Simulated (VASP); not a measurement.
Here is a VASP 6.6.1 calculation.

File INCAR:

```
PREC     = Accurate       # precision mode
ENCUT    = 520            # plane-wave cutoff, eV
EDIFF    = 1E-6           # SCF threshold, eV
ISMEAR   = 0              # smearing method
SIGMA    = 0.01           # smearing width, eV
LREAL    = F              # projectors in reciprocal space
LASPH    = T              # aspherical terms in the spheres
NELM     = 80             # most SCF steps
ALGO     = Normal         # electronic algorithm
ISIF     = 2              # what is computed and relaxed
LWAVE    = F              # write WAVECAR
LCHARG   = T              # write CHGCAR
GGA      = CA             # functional
LELF     = T              # ELF
LVHAR    = T            
NBANDS   = 27             # bands
```

File KPOINTS:

```
Automatic mesh
0
Gamma
  6 6 6
```

POSCAR

```
InSe
1.0
    2.0000000000      1.1547000000      8.4400000000
   -2.0000000000      1.1547000000      8.4400000000
    0.0000000000     -2.3094000000      8.4400000000
In Se
2 2
Direct
    0.0000000000      0.0000000000      0.0000000000
    0.1114000000      0.1114000000      0.1114000000
    0.6165000000      0.6165000000      0.6165000000
    0.8281000000      0.8281000000      0.8281000000
```

Potentials or basis: VASP PAW LDA potentials, release 64 (In_d, Se).

Command:

```console
$ cat potpaw_LDA.64/In_d/POTCAR potpaw_LDA.64/Se/POTCAR > POTCAR
$ mpirun -np 1 vasp_std > vasp.out
```

Question: What does it give for the pressure?

Answer: -1.3 GPa.

Question: What does it give for the largest force?

Answer: 0.251 eV/Å.

Question: Predict the band gap on the k mesh.

Answer: 0.23 eV, direct.

Forces on the atoms (eV/Å):
```
In   0.000  0.000  0.234
In   0.000  0.000 -0.251
Se   0.000  0.000  0.053
Se   0.000  0.000 -0.036
```

Caveat: spin-orbit coupling is left out, which moves the levels of the heavy elements.

**What was measured.**

From “The Interaction of Hydrogen with the van der Waals Crystal γ-InSe”, 2020, pmc:7321205, for a bulk crystal of InSe at 300 K: band gap 1.25 eV.

A measured gap of InSe is 1.25 eV (300 K; “The Interaction of Hydrogen with the van der Waals Crystal γ-InSe”, 2020, pmc:7321205); the calculated 0.23 eV misses it by -1.02 eV. So large a miss can be the level of theory's own, or it may mean another phase, state or a wrong row. Spin-orbit coupling on In, Se is left out. The value is that of LDA on a finite k mesh, which can miss the band edges, without temperature or zero-point motion. Semilocal functionals fall short of measured gaps as a rule.
